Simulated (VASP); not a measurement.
# NaCl (Fm-3m) in VASP: single point with LDA

Aim: the single point of NaCl with LDA.

Everything below comes from runs of VASP 6.6.1. Logs are shortened: lines on timing, memory, paths and dates and some standing lists are left out, and cuts for length are marked.

## Step 1: The cell of the first run

The structure is cubic, space group Fm-3m (No. 225). Conventional cell: a = 5.464 Å, b = 5.464 Å, c = 5.464 Å, α = 90.00°, β = 90.00°, γ = 90.00°. Na (site symmetry m-3m) has 6 Cl at 2.73 Å within 3.6 Å. Cl (site symmetry m-3m) has 6 Na at 2.73 Å within 3.6 Å.

## Step 2: Single point, LDA

INCAR reads:

```
SYSTEM = NaCl
ALGO = Normal ; EDIFF = 1E-6
ENCUT = 500 ; GGA = CA
GGA_COMPAT = .FALSE. ; ISIF = 2
ISMEAR = 0 ; LASPH = .TRUE.
LCHARG = .FALSE. ; LREAL = .FALSE.
LWAVE = .FALSE. ; NBANDS = 14
NELM = 120 ; PREC = Accurate
SIGMA = 0.01
```

KPOINTS reads:

```
k-points
0
G
  8 8 8
  0 0 0
```

POSCAR reads:

```
NaCl
1.0
    2.7321942157      2.7321942157      0.0000000000
   -2.7321942157      2.7321942157      0.0000000000
    0.0000000000      2.7321942157      2.7321942157
Na Cl
1 1
Direct
    0.0000000000      0.0000000000      0.0000000000
    0.5000000000      0.5000000000      0.0000000000
```

Potentials or basis: VASP PAW LDA potentials, release 64 (Na_pv, Cl).

Command:

```
$ cat potpaw_LDA.64/Na_pv/POTCAR potpaw_LDA.64/Cl/POTCAR > POTCAR
$ mpirun -np 1 vasp_std > vasp.out
```

OUTCAR:

```text
SYSTEM = NaCl
   EDIFF = 1E-6
   ENCUT = 500
   GGA = CA
   ISIF = 2
   ISMEAR = 0
   LASPH = .TRUE.
   LREAL = .FALSE.
   NELM = 120
   PREC = Accurate

 ion  position               nearest neighbor table
   1  0.000  0.000  0.000-
   2  0.500  0.500  0.000-

  LATTYP: Found a face centered cubic cell.
 ALAT       =     5.4643884314

  Lattice vectors:

 A1 = (   0.0000000000,   2.7321942157,   2.7321942157)
 A2 = (   2.7321942157,   0.0000000000,   2.7321942157)
 A3 = (   2.7321942157,   2.7321942157,   0.0000000000)

Analysis of symmetry for initial positions (statically):
=====================================================================
 Subroutine PRICEL returns:
 Original cell was already a primitive cell.

 Routine SETGRP: Setting up the symmetry group for a
 face centered cubic supercell.

 Subroutine GETGRP returns: Found 48 space group operations
 (whereof 48 operations were pure point group operations)
 out of a pool of 48 trial point group operations.

The static configuration has the point symmetry O_h .

Analysis of symmetry for dynamics (positions and initial velocities):
=====================================================================
 Subroutine PRICEL returns:
 Original cell was already a primitive cell.

 Routine SETGRP: Setting up the symmetry group for a
 face centered cubic supercell.

 Subroutine GETGRP returns: Found 48 space group operations
 (whereof 48 operations were pure point group operations)
 out of a pool of 48 trial point group operations.

The dynamic configuration has the point symmetry O_h .

 Subroutine INISYM returns: Found 48 space group operations
 (whereof 48 operations are pure point group operations),
 and found     1 'primitive' translations

----------------------------------------------------------------------------------------

                                     Primitive cell

  volume of cell :      40.7910

  direct lattice vectors                    reciprocal lattice vectors
     2.732194216  2.732194216  0.000000000     0.183003096  0.183003096 -0.183003096
    -2.732194216  2.732194216  0.000000000    -0.183003096  0.183003096 -0.183003096
     0.000000000  2.732194216  2.732194216     0.000000000  0.000000000  0.366006192

  length of vectors
     3.863906115  3.863906115  3.863906115     0.316970660  0.316970660  0.366006192

  position of ions in fractional coordinates (direct lattice)
     0.000000000  0.000000000  0.000000000
     0.500000000  0.500000000  0.000000000

  ion indices of the primitive-cell ions
   primitive index   ion index
                 1           1
                 2           2

----------------------------------------------------------------------------------------

 KPOINTS: k-points

Automatic generation of k-mesh.
 Grid dimensions read from file:
 generate k-points for:    8    8    8

 Generating k-lattice:

  Cartesian coordinates                     Fractional coordinates (reciprocal lattice)
     0.022875387  0.022875387 -0.022875387     0.125000000  0.000000000  0.000000000
    -0.022875387  0.022875387 -0.022875387     0.000000000  0.125000000  0.000000000
     0.000000000  0.000000000  0.045750774     0.000000000  0.000000000  0.125000000

  Length of vectors
     0.039621332  0.039621332  0.045750774

  Shift w.r.t. Gamma in fractional coordinates (k-lattice)
     0.000000000  0.000000000  0.000000000

 Subroutine IBZKPT returns following result:
 ===========================================

 Found     29 irreducible k-points:

 Following reciprocal coordinates:
            Coordinates               Weight
  0.000000  0.000000  0.000000      1.000000
  0.125000  0.000000  0.000000      8.000000
  0.250000  0.000000  0.000000      8.000000
  0.375000  0.000000  0.000000      8.000000
  0.500000  0.000000  0.000000      4.000000
  0.125000  0.125000  0.000000     12.000000
[... 16 lines left out ...]
  0.375000  0.250000  0.125000     48.000000
  0.500000  0.250000  0.125000     24.000000
 [... further k-points ...]
   k-points           NKPTS =     29   k-points in BZ     NKDIM =     29   number of bands    NBANDS=     14
   number of dos      NEDOS =    301   number of ions     NIONS =      2
   total plane-waves  NPLWV =  21952
   dimension x,y,z NGX =    28 NGY =   28 NGZ =   28
   dimension x,y,z NGXF=    56 NGYF=   56 NGZF=   56
   ions per type =               1   1
   NGX,Y,Z   is equivalent  to a cutoff of  12.05, 12.05, 12.05 a.u.
   NGXF,Y,Z  is equivalent  to a cutoff of  24.09, 24.09, 24.09 a.u.
 SYSTEM =  NaCl
   PREC   = accura    normal or accurate (medium, high low for compatibility)
   ISTART =      0    job   : 0-new  1-cont  2-samecut
   ICHARG =      2    charge: 1-file 2-atom 10-const
   ISPIN  =      1    spin polarized calculation?
   LNONCOLLINEAR =      F non collinear calculations
   LSORBIT =      F    spin-orbit coupling
   LASPH  =      T    aspherical Exc in radial PAW
   ENCUT  =  500.0 eV  36.75 Ry    6.06 a.u.   7.04  7.04  7.04*2*pi/ulx,y,z
   NELM   =    120;   NELMIN=  2; NELMDL= -5     # of ELM steps
   EDIFF  = 0.1E-05   stopping-criterion for ELM
   LREAL  =      F    real-space projection
   EDIFFG = 0.1E-04   stopping-criterion for IOM
   NSW    =      0    number of steps for IOM
   IBRION =     -1    ionic relax: 0-MD 1-quasi-New 2-CG
   NFREE  =      0    steps in history (QN), initial steepest desc. (CG)
   ISIF   =      2    stress and relaxation
   ISYM   =      2    0-nonsym 1-usesym 2-fastsym
   POTIM  = 0.5000    time-step for ionic-motion
   TEBEG  =    0.0;   TEEND  =   0.0 temperature during run
   PSTRESS=    0.0 pullay stress
   NELECT =      14.0000    total number of electrons
   NUPDOWN=      -1.0000    fix difference up-down
   EMIN   =  10.00;   EMAX   =-10.00  energy-range for DOS
   EFERMI =   0.00;   METHOD = LEGACY
   ISMEAR =     0;   SIGMA  =   0.01  broadening in eV -4-tet -1-fermi 0-gaus
   EFERMI_NEDOS =   21; number of points for ismear=-14 and -15
   IALGO  =     38    algorithm
   IMIX   =      4    mixing-type and parameters
     AMIX     =   0.40;   BMIX     =  1.00
     AMIX_MAG =   1.60;   BMIX_MAG =  1.00
  volume/ion in A,a.u.               =      20.40       137.64
  Fermi-wavevector in a.u.,A,eV,Ry     =   1.146206  2.166015 17.875168  1.313788
  Thomas-Fermi vector in A             =   2.282891
   LORBIT       =      0    0 simple, 1 ext, 2 COOP (PROOUT), +10 PAW based schemes
   GGA     = CA    functional components
   LHFCALC =     F    Hartree Fock is set to
   AEXX    =    0.0000 exact exchange contribution
   IVDW    =     0    specifies the selected vdW correction
   LEPSILON=     F    determine dielectric tensor
   LRPA    =     F    only Hartree local field effects (RPA)
 non-spin polarized calculation
 Gauss-broadening in eV      SIGMA  =   0.01
  energy-cutoff  :      500.00
  volume of cell :       40.79
 maximum number of plane-waves:      1056
   NGX = 15   NGY = 15   NGZ = 15

 number of electron      14.0000004 magnetization

 Free energy of the ion-electron system (eV)
  ---------------------------------------------------
  ext. energy  EPLUGINS =         0.00000000
  ---------------------------------------------------
  free energy    TOTEN  =        -7.38903387 eV

  energy without entropy =       -7.38903387  energy(sigma->0) =       -7.38903387

 E-fermi :  -0.3088     XC(G=0):  -9.1378

 val. band max:       -0.3577830266   @ k =   0.0000   0.0000   0.0000
 cond. band min:       4.7227357817   @ k =   0.0000   0.0000   0.0000
 fundamental gap:      5.0805188084
 Fermi energy:        -0.3088097005

 k-point     1 :       0.0000    0.0000    0.0000
  band No.  band energies     occupation
      1     -20.9862      2.00000
      2     -20.9862      2.00000
      3     -20.9862      2.00000
      4     -13.1816      2.00000
      5      -0.3578      2.00000
      6      -0.3578      2.00000
      7      -0.3578      2.00000
      8       4.7227      0.00000
      9      10.5716      0.00000
     10      10.5716      0.00000
     11      10.5716      0.00000
     12      12.9292      0.00000
     13      12.9292      0.00000
     14      14.4570      0.00000

 k-point     2 :       0.1250    0.0000    0.0000
  band No.  band energies     occupation
      1     -20.9934      2.00000
      2     -20.9867      2.00000
      3     -20.9867      2.00000
      4     -13.1169      2.00000
      5      -0.8136      2.00000
      6      -0.4099      2.00000
      7      -0.4099      2.00000
      8       5.2762      0.00000
      9      10.0146      0.00000
     10      10.7912      0.00000
     11      10.7912      0.00000
     12      12.6743      0.00000
     13      12.6743      0.00000
     14      15.5024      0.00000

 k-point     3 :       0.2500    0.0000    0.0000
  band No.  band energies     occupation
      1     -21.0107      2.00000
      2     -20.9878      2.00000
      3     -20.9878      2.00000
      4     -12.9550      2.00000
      5      -1.6957      2.00000
      6      -0.5312      2.00000
      7      -0.5312      2.00000
      8       6.2568      0.00000
      9       9.5666      0.00000
     10      10.9418      0.00000
     11      10.9418      0.00000
     12      12.9110      0.00000
     13      12.9110      0.00000
     14      15.5483      0.00000
[... 324 lines left out ...]
 k-point    23 :       0.3750    0.2500    0.1250
  band No.  band energies     occupation
      1     -21.0214      2.00000
      2     -20.9984      2.00000
      3     -20.9918      2.00000
      4     -12.7246      2.00000
      5      -2.2254      2.00000
      6      -1.2062      2.00000
      7      -0.8064      2.00000
      8       7.7997      0.00000
      9       9.2257      0.00000
     10       9.5048      0.00000
     11      11.6143      0.00000
     12      13.4992      0.00000
     13      16.0469      0.00000
     14      16.5726      0.00000

 k-point    24 :       0.5000    0.2500    0.1250
  band No.  band energies     occupation
      1     -21.0249      2.00000
      2     -20.9992      2.00000
      3     -20.9931      2.00000
      4     -12.6708      2.00000
      5      -2.3677      2.00000
      6      -1.3027      2.00000
      7      -0.8708      2.00000
      8       7.8537      0.00000
      9       9.2167      0.00000
     10       9.9968      0.00000
     11      11.4150      0.00000
     12      14.1763      0.00000
     13      15.5778      0.00000
     14      16.7212      0.00000

 [... further k-points ...]
[... 5 lines left out ...]
  --------------------------------------------------------------------------------------
  -------------------------------------------------------------------------------------
  Total        0.0009386      0.0009386      0.0009386     -0.0000000     -0.0000000     -0.0000000
  in kB        0.0368663      0.0368663      0.0368663     -0.0000000     -0.0000000     -0.0000000
  external PRESSURE =       0.0368663 kB  Pullay stress =       0.0000000 kB

 VOLUME and BASIS-vectors are now :
 -----------------------------------------------------------------------------
  energy-cutoff  :      500.00
  volume of cell :       40.79
      direct lattice vectors                 reciprocal lattice vectors
     2.732194216  2.732194216  0.000000000     0.183003096  0.183003096 -0.183003096
    -2.732194216  2.732194216  0.000000000    -0.183003096  0.183003096 -0.183003096
     0.000000000  2.732194216  2.732194216     0.000000000  0.000000000  0.366006192

 POSITION                                       TOTAL-FORCE (eV/Angst)
 -----------------------------------------------------------------------------------
      0.00000      0.00000      0.00000         0.000000     -0.000000      0.000000
      0.00000      2.73219      0.00000        -0.000000      0.000000      0.000000
 -----------------------------------------------------------------------------------
    total drift:                               -0.000000      0.000000     -0.000000

  FREE ENERGIE OF THE ION-ELECTRON SYSTEM (eV)
  ---------------------------------------------------
  free  energy   TOTEN  =        -7.3890338657 eV

  energy  without entropy=       -7.3890338657  energy(sigma->0) =       -7.38903387
```

Run time: 10 s. Hardware: 1 thread of Intel Xeon Platinum 8488C (Sapphire Rapids), shared host; peak memory 0.13 GiB.

Results:

```yaml
Free_energy: -7.3890 eV
Pressure: 0.0 GPa
Band_gap_on_the_k_mesh: 5.08 eV
```

A hybrid or GW would open this gap; LDA tends to underestimate it.
